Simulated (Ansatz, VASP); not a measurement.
**One calculation of BP, two programs**

Contents of INCAR:

```
SYSTEM = BP
  PREC = Accurate
  ENCUT = 520
  EDIFF = 1E-6
  ISMEAR = -1
  SIGMA = 0.02
  LREAL = .False.
  LASPH = .True.
  NELM = 100
  ALGO = Normal
  ISIF = 2
  LWAVE = .False.
  LCHARG = .False.
  GGA = PE
  NBANDS = 11
```

KPOINTS

```
regular mesh
0
Gamma
  10 10 10
  0 0 0
```

File POSCAR:

```
BP
1.0
    0.0000000000      2.3785556859      2.3785556859
    2.3785556859      0.0000000000      2.3785556859
    2.3785556859      2.3785556859      0.0000000000
B P
1 1
Direct
    0.0000000000      0.0000000000      0.0000000000
    0.2500000000      0.2500000000      0.2500000000
```

Input for Ansatz:

```yaml
crystal:
  lattice:
    - [0.0, 2.3785556859, 2.3785556859]
    - [2.3785556859, 0.0, 2.3785556859]
    - [2.3785556859, 2.3785556859, 0.0]
  atoms:
    - { symbol: B, position: [0.0, 0.0, 0.0] }
    - { symbol: P, position: [0.25, 0.25, 0.25] }
kpoints:
  mp_grid: { grid: [10, 10, 10] }
  band_path:
    path:
      - [0.0, 0.0, 0.0]
      - [-0.5, -0.5, 0.0]
      - [-0.375, -0.375, 0.25]
      - [-0.375, 0.0, 0.375]
      - [0.0, 0.0, 0.5]
      - [-0.5, -0.25, 0.25]
      - [0.0, 0.401042, 0.401042]
    npoints: 1
hamiltonian:
  xc: pbe
scf:
  occupations: { method: fermi_dirac, width: 0.02 }
  n_extra_bands: 4
output:
  forces: true
  stress: true
  eigenvalues: true
```

Change from the starting cell: hydrostatic strain +4.9%.

Alike in both runs: task single point; functional PBE; k mesh 10 × 10 × 10; occupations fermi-dirac, width 0.02 eV; no spin polarisation.

|  | VASP | Ansatz |
| --- | --- | --- |
| version | VASP 6.6.1 | Ansatz 0.2.0 |
| potentials or method | VASP PAW PBE potentials, release 64 (B, P) | plane waves, PAW |
| plane-wave cutoff (eV) | 520 | 420 |
| valence electrons in the cell | 8 | 8 |

VASP gave:

- gap on the k mesh at the Fermi level (eV): 1.42
- pressure (GPa): -16.9

Problem. Which values does Ansatz return?

Solution. gap on the k mesh at the Fermi level (eV): 1.42; pressure (GPa): -16.8.
